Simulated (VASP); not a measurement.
# Pd (Fm-3m) in VASP: notebook

The runs below take Pd through single point, with PBE.

Program: VASP 6.6.1. These are calculated values, not measurements. Logs are shortened: lines on timing, memory, paths and dates and some standing lists are left out, and cuts for length are marked.

## 1. The cell of the first run

The structure is cubic, space group Fm-3m (No. 225). The conventional cell has a = 3.867 Å, b = 3.867 Å, c = 3.867 Å, α = 90.00°, β = 90.00°, γ = 90.00°. Within 3.6 Å of Pd (site symmetry m-3m) lie 12 Pd at 2.73 Å.

## 2. Single point, PBE

Contents of INCAR:

```
SYSTEM = Pd
ALGO = Normal
EDIFF = 1E-6
ENCUT = 520
GGA = PE
ISIF = 2
ISMEAR = -1
LASPH = .True.
LCHARG = .False.
LREAL = .False.
LWAVE = .False.
NBANDS = 11
NELM = 80
PREC = Accurate
SIGMA = 0.05
```

Contents of KPOINTS:

```
k-points
0
Gamma
  14 14 14
  0 0 0
```

Contents of POSCAR:

```
Pd
1.0
    0.0000000000      1.9335000000      1.9335000000
    1.9335000000      0.0000000000      1.9335000000
    1.9335000000      1.9335000000      0.0000000000
Pd
1
Direct
    0.0000000000      0.0000000000      0.0000000000
```

Potentials or basis: VASP PAW PBE potentials, release 64 (Pd).

Command:

```sh
cat potpaw_PBE.64/Pd/POTCAR > POTCAR
mpirun -np 1 vasp_std > vasp.out
```

OUTCAR:

```text
SYSTEM = Pd
   EDIFF = 1E-6
   ENCUT = 520
   GGA = PE
   ISIF = 2
   ISMEAR = -1
   LASPH = .True.
   LREAL = .False.
   NELM = 80
   PREC = Accurate

 ion  position               nearest neighbor table
   1  0.000  0.000  0.000-

  LATTYP: Found a face centered cubic cell.
 ALAT       =     3.8670000000

  Lattice vectors:

 A1 = (   0.0000000000,   1.9335000000,   1.9335000000)
 A2 = (   1.9335000000,   0.0000000000,   1.9335000000)
 A3 = (   1.9335000000,   1.9335000000,   0.0000000000)

Analysis of symmetry for initial positions (statically):
=====================================================================
 Subroutine PRICEL returns:
 Original cell was already a primitive cell.

 Routine SETGRP: Setting up the symmetry group for a
 face centered cubic supercell.

 Subroutine GETGRP returns: Found 48 space group operations
 (whereof 48 operations were pure point group operations)
 out of a pool of 48 trial point group operations.

The static configuration has the point symmetry O_h .

Analysis of symmetry for dynamics (positions and initial velocities):
=====================================================================
 Subroutine PRICEL returns:
 Original cell was already a primitive cell.

 Routine SETGRP: Setting up the symmetry group for a
 face centered cubic supercell.

 Subroutine GETGRP returns: Found 48 space group operations
 (whereof 48 operations were pure point group operations)
 out of a pool of 48 trial point group operations.

The dynamic configuration has the point symmetry O_h .

 Subroutine INISYM returns: Found 48 space group operations
 (whereof 48 operations are pure point group operations),
 and found     1 'primitive' translations

----------------------------------------------------------------------------------------

                                     Primitive cell

  volume of cell :      14.4565

  direct lattice vectors                    reciprocal lattice vectors
     0.000000000  1.933500000  1.933500000    -0.258598397  0.258598397  0.258598397
     1.933500000  0.000000000  1.933500000     0.258598397 -0.258598397  0.258598397
     1.933500000  1.933500000  0.000000000     0.258598397  0.258598397 -0.258598397

  length of vectors
     2.734381923  2.734381923  2.734381923     0.447905562  0.447905562  0.447905562

  position of ions in fractional coordinates (direct lattice)
     0.000000000  0.000000000  0.000000000

  ion indices of the primitive-cell ions
   primitive index   ion index
                 1           1

----------------------------------------------------------------------------------------

 KPOINTS: k-points

Automatic generation of k-mesh.
 Grid dimensions read from file:
 generate k-points for:   14   14   14

 Generating k-lattice:

  Cartesian coordinates                     Fractional coordinates (reciprocal lattice)
    -0.018471314  0.018471314  0.018471314     0.071428571  0.000000000  0.000000000
     0.018471314 -0.018471314  0.018471314     0.000000000  0.071428571  0.000000000
     0.018471314  0.018471314 -0.018471314     0.000000000  0.000000000  0.071428571

  Length of vectors
     0.031993254  0.031993254  0.031993254

  Shift w.r.t. Gamma in fractional coordinates (k-lattice)
     0.000000000  0.000000000  0.000000000

 Subroutine IBZKPT returns following result:
 ===========================================

 Found    104 irreducible k-points:

 Following reciprocal coordinates:
            Coordinates               Weight
  0.000000  0.000000  0.000000      1.000000
  0.071429  0.000000  0.000000      8.000000
  0.142857  0.000000  0.000000      8.000000
  0.214286  0.000000  0.000000      8.000000
  0.285714  0.000000  0.000000      8.000000
  0.357143  0.000000  0.000000      8.000000
[... 16 lines left out ...]
  0.214286  0.142857  0.000000     24.000000
  0.285714  0.142857  0.000000     24.000000
 [... further k-points ...]
   k-points           NKPTS =    104   k-points in BZ     NKDIM =    104   number of bands    NBANDS=     11
   number of dos      NEDOS =    301   number of ions     NIONS =      1
   total plane-waves  NPLWV =   8000
   dimension x,y,z NGX =    20 NGY =   20 NGZ =   20
   dimension x,y,z NGXF=    40 NGYF=   40 NGZF=   40
   ions per type =               1
   NGX,Y,Z   is equivalent  to a cutoff of  12.16, 12.16, 12.16 a.u.
   NGXF,Y,Z  is equivalent  to a cutoff of  24.32, 24.32, 24.32 a.u.
 SYSTEM =  Pd
   PREC   = accura    normal or accurate (medium, high low for compatibility)
   ISTART =      0    job   : 0-new  1-cont  2-samecut
   ICHARG =      2    charge: 1-file 2-atom 10-const
   ISPIN  =      1    spin polarized calculation?
   LNONCOLLINEAR =      F non collinear calculations
   LSORBIT =      F    spin-orbit coupling
   LASPH  =      T    aspherical Exc in radial PAW
   ENCUT  =  520.0 eV  38.22 Ry    6.18 a.u.   5.08  5.08  5.08*2*pi/ulx,y,z
   NELM   =     80;   NELMIN=  2; NELMDL= -5     # of ELM steps
   EDIFF  = 0.1E-05   stopping-criterion for ELM
   LREAL  =      F    real-space projection
   EDIFFG = 0.1E-04   stopping-criterion for IOM
   NSW    =      0    number of steps for IOM
   IBRION =     -1    ionic relax: 0-MD 1-quasi-New 2-CG
   NFREE  =      0    steps in history (QN), initial steepest desc. (CG)
   ISIF   =      2    stress and relaxation
   ISYM   =      2    0-nonsym 1-usesym 2-fastsym
   POTIM  = 0.5000    time-step for ionic-motion
   TEBEG  =    0.0;   TEEND  =   0.0 temperature during run
   PSTRESS=    0.0 pullay stress
   NELECT =      10.0000    total number of electrons
   NUPDOWN=      -1.0000    fix difference up-down
   EMIN   =  10.00;   EMAX   =-10.00  energy-range for DOS
   EFERMI =   0.00;   METHOD = LEGACY
   ISMEAR =    -1;   SIGMA  =   0.05  broadening in eV -4-tet -1-fermi 0-gaus
   EFERMI_NEDOS =   21; number of points for ismear=-14 and -15
   IALGO  =     38    algorithm
   IMIX   =      4    mixing-type and parameters
     AMIX     =   0.40;   BMIX     =  1.00
     AMIX_MAG =   1.60;   BMIX_MAG =  1.00
  volume/ion in A,a.u.               =      14.46        97.56
  Fermi-wavevector in a.u.,A,eV,Ry     =   1.447840  2.736021 28.521097  2.096241
  Thomas-Fermi vector in A             =   2.565749
   LORBIT       =      0    0 simple, 1 ext, 2 COOP (PROOUT), +10 PAW based schemes
   GGA     = PE    functional components
   LHFCALC =     F    Hartree Fock is set to
   AEXX    =    0.0000 exact exchange contribution
   IVDW    =     0    specifies the selected vdW correction
   LEPSILON=     F    determine dielectric tensor
   LRPA    =     F    only Hartree local field effects (RPA)
 non-spin polarized calculation
  energy-cutoff  :      520.00
  volume of cell :       14.46
 maximum number of plane-waves:       399
   NGX = 11   NGY = 11   NGZ = 11

 number of electron      10.0000003 magnetization

 Free energy of the ion-electron system (eV)
  ---------------------------------------------------
  ext. energy  EPLUGINS =         0.00000000
  ---------------------------------------------------
  free energy    TOTEN  =        -5.18975681 eV

  energy without entropy =       -5.16733092  energy(sigma->0) =       -5.17854386

 E-fermi :  10.1285     XC(G=0): -13.3111

 val. band max:       10.1191047940   @ k =   0.4286   0.2143   0.0000
 cond. band min:      10.1315526262   @ k =   0.3571   0.2143   0.0714
 fundamental gap:      0.0124478322
 Fermi energy:        10.1285243712

 k-point     1 :       0.0000    0.0000    0.0000
  band No.  band energies     occupation
      1       2.8303      2.00000
      2       7.1953      2.00000
      3       7.1953      2.00000
      4       7.1953      2.00000
      5       8.8598      2.00000
      6       8.8598      2.00000
      7      27.3272      0.00000
      8      32.2204      0.00000
      9      32.2204      0.00000
     10      32.2204      0.00000
     11      36.2778      0.00000

 k-point     2 :       0.0714    0.0000    0.0000
  band No.  band energies     occupation
      1       3.0184      2.00000
      2       7.1281      2.00000
      3       7.2608      2.00000
      4       7.2608      2.00000
      5       8.8285      2.00000
      6       8.8285      2.00000
      7      27.5310      0.00000
      8      31.0531      0.00000
      9      32.4437      0.00000
     10      32.4437      0.00000
     11      36.3240      0.00000

 k-point     3 :       0.1429    0.0000    0.0000
  band No.  band energies     occupation
      1       3.5446      2.00000
      2       6.9860      2.00000
      3       7.4124      2.00000
      4       7.4124      2.00000
      5       8.7848      2.00000
      6       8.7848      2.00000
      7      27.8129      0.00000
      8      29.0463      0.00000
      9      33.0548      0.00000
     10      33.0548      0.00000
     11      36.3360      0.00000

 k-point     4 :       0.2143    0.0000    0.0000
  band No.  band energies     occupation
      1       4.2416      2.00000
      2       6.9826      2.00000
      3       7.5094      2.00000
      4       7.5094      2.00000
      5       8.8769      2.00000
      6       8.8769      2.00000
      7      26.0928      0.00000
      8      28.5694      0.00000
      9      33.8205      0.00000
     10      33.8205      0.00000
     11      36.0766      0.00000
[... 239 lines left out ...]
 k-point    22 :       0.1429    0.1429    0.0000
  band No.  band energies     occupation
      1       3.7845      2.00000
      2       6.6798      2.00000
      3       7.6503      2.00000
      4       7.6503      2.00000
      5       8.3605      2.00000
      6       9.0726      2.00000
      7      28.3893      0.00000
      8      30.1063      0.00000
      9      31.3056      0.00000
     10      31.3056      0.00000
     11      36.3019      0.00000

 k-point    23 :       0.2143    0.1429    0.0000
  band No.  band energies     occupation
      1       4.3392      2.00000
      2       6.4629      2.00000
      3       7.7501      2.00000
      4       7.8599      2.00000
      5       8.3823      2.00000
      6       9.1980      2.00000
      7      28.1179      0.00000
      8      29.0397      0.00000
      9      30.7167      0.00000
     10      31.6000      0.00000
     11      36.1893      0.00000

 k-point    24 :       0.2857    0.1429    0.0000
  band No.  band energies     occupation
      1       4.9533      2.00000
      2       6.4058      2.00000
      3       7.5051      2.00000
      4       7.9411      2.00000
      5       9.0148      2.00000
      6       9.4480      2.00000
      7      25.6757      0.00000
      8      28.8567      0.00000
      9      30.1840      0.00000
     10      32.0126      0.00000
     11      36.1213      0.00000

 [... further k-points ...]

------------------------ aborting loop because EDIFF is reached ----------------------------------------

  FORCE on cell =-STRESS in cart. coord.  units (eV):
  Direction    XX          YY          ZZ          XY          YZ          ZX
  --------------------------------------------------------------------------------------
  -------------------------------------------------------------------------------------
  Total        1.0259982      1.0259982      1.0259982      0.0000000      0.0000000      0.0000000
  in kB      113.7089564    113.7089564    113.7089564      0.0000000      0.0000000      0.0000000
  external PRESSURE =     113.7089564 kB  Pullay stress =       0.0000000 kB

 VOLUME and BASIS-vectors are now :
 -----------------------------------------------------------------------------
  energy-cutoff  :      520.00
  volume of cell :       14.46
      direct lattice vectors                 reciprocal lattice vectors
     0.000000000  1.933500000  1.933500000    -0.258598397  0.258598397  0.258598397
     1.933500000  0.000000000  1.933500000     0.258598397 -0.258598397  0.258598397
     1.933500000  1.933500000  0.000000000     0.258598397  0.258598397 -0.258598397

 POSITION                                       TOTAL-FORCE (eV/Angst)
 -----------------------------------------------------------------------------------
      0.00000      0.00000      0.00000         0.000000      0.000000      0.000000
 -----------------------------------------------------------------------------------
    total drift:                                0.000000      0.000000      0.000000

  FREE ENERGIE OF THE ION-ELECTRON SYSTEM (eV)
  ---------------------------------------------------
  free  energy   TOTEN  =        -5.1897568057 eV

  energy  without entropy=       -5.1673309239  energy(sigma->0) =       -5.17854386
```

It took 16 s on 1 thread of Intel Xeon 8259CL, shared host; peak memory 0.13 GiB.

What came out:

```yaml
Free_energy: -5.1898 eV
Pressure: 11.4 GPa
Band_gap_on_the_k_mesh: zero (band 5 reaches 10.43 eV, above the bottom of band 6 at 8.78 eV)
```

## 3. Single point, PBE

Contents of INCAR:

```
PREC     = Accurate       # precision mode
ENCUT    = 520            # plane-wave cutoff, eV
EDIFF    = 1E-6           # SCF threshold, eV
ISMEAR   = -1             # smearing method
SIGMA    = 0.05           # smearing width, eV
LREAL    = F              # projectors in reciprocal space
LASPH    = T              # aspherical terms in the spheres
NELM     = 60             # most SCF steps
ALGO     = Normal         # electronic algorithm
ISIF     = 2              # what is computed and relaxed
LWAVE    = F              # write WAVECAR
LCHARG   = F              # write CHGCAR
GGA      = PE             # functional
NBANDS   = 11             # bands
```

Contents of KPOINTS:

```
regular mesh
0
Gamma
  14 14 14
```

POSCAR is that of step 2.

Potentials or basis: VASP PAW PBE potentials, release 64 (Pd).

Command:

```sh
cat potpaw_PBE.64/Pd/POTCAR > POTCAR
mpirun -np 1 vasp_std > vasp.out
```

It took 17 s on 1 thread of Intel Xeon 8259CL, shared host; peak memory 0.14 GiB.

It converged, with:

```
Free energy            : -5.1898 eV
Pressure               : 11.4 GPa
Band gap on the k mesh : zero (band 5 reaches 10.43 eV, above the bottom of band 6 at 8.78 eV)
```

Levels at points of the mesh, in eV from the Fermi level:
| k point | band 1 | band 2 | band 3 | band 4 | band 5 | band 6 | band 7 | band 8 | band 9 | band 10 |
| --- | --- | --- | --- | --- | --- | --- | --- | --- | --- | --- |
| (0.00, 0.00, 0.00) | -7.30 | -2.93 | -2.93 | -2.93 | -1.27 | -1.27 | 17.20 | 22.09 | 22.09 | 22.09 |
| (0.50, 0.00, 0.00) | -5.46 | -2.98 | -2.98 | -0.02 | -0.02 | 0.97 | 7.49 | 16.56 | 21.31 | 21.31 |
| (0.50, 0.50, 0.00) | -5.57 | -5.27 | -0.05 | 0.30 | 0.30 | 3.35 | 10.98 | 13.32 | 13.32 | 21.87 |

## 4. Single point, PBE

Contents of INCAR:

```
SYSTEM = Pd
ALGO = Normal ; EDIFF = 1E-6
ENCUT = 520 ; GGA = PE
ISIF = 2 ; ISMEAR = -1
LASPH = .True. ; LCHARG = .True.
LELF = .True. ; LREAL = .False.
LVHAR = .True. ; LWAVE = .False.
NBANDS = 11 ; NELM = 60
PREC = Accurate ; SIGMA = 0.01
```

Contents of KPOINTS:

```
k-points
0
Gamma
  14 14 14
  0 0 0
```

POSCAR is that of step 3.

Command:

```sh
cat potpaw_PBE.64/Pd/POTCAR > POTCAR
mpirun -np 1 vasp_std > vasp.out
```

It took 15 s on 1 thread of Intel Xeon 8259CL, shared host; peak memory 0.14 GiB.

It converged, with:

```yaml
Free_energy: -5.1781 eV
Pressure: 11.2 GPa
Band_gap_on_the_k_mesh: zero (band 5 reaches 10.43 eV, above the bottom of band 6 at 8.79 eV)
```

Levels at points of the mesh, in eV from the Fermi level:
| k point | band 2 | band 3 | band 4 | band 5 | band 6 | band 7 | band 8 | band 9 |
| --- | --- | --- | --- | --- | --- | --- | --- | --- |
| (0.00, 0.00, 0.00) | -2.93 | -2.93 | -2.93 | -1.26 | -1.26 | 17.20 | 22.10 | 22.10 |
| (0.50, 0.00, 0.00) | -2.98 | -2.98 | -0.02 | -0.02 | 0.97 | 7.49 | 16.57 | 21.31 |
| (0.50, 0.50, 0.00) | -5.27 | -0.05 | 0.31 | 0.31 | 3.35 | 10.99 | 13.32 | 13.32 |
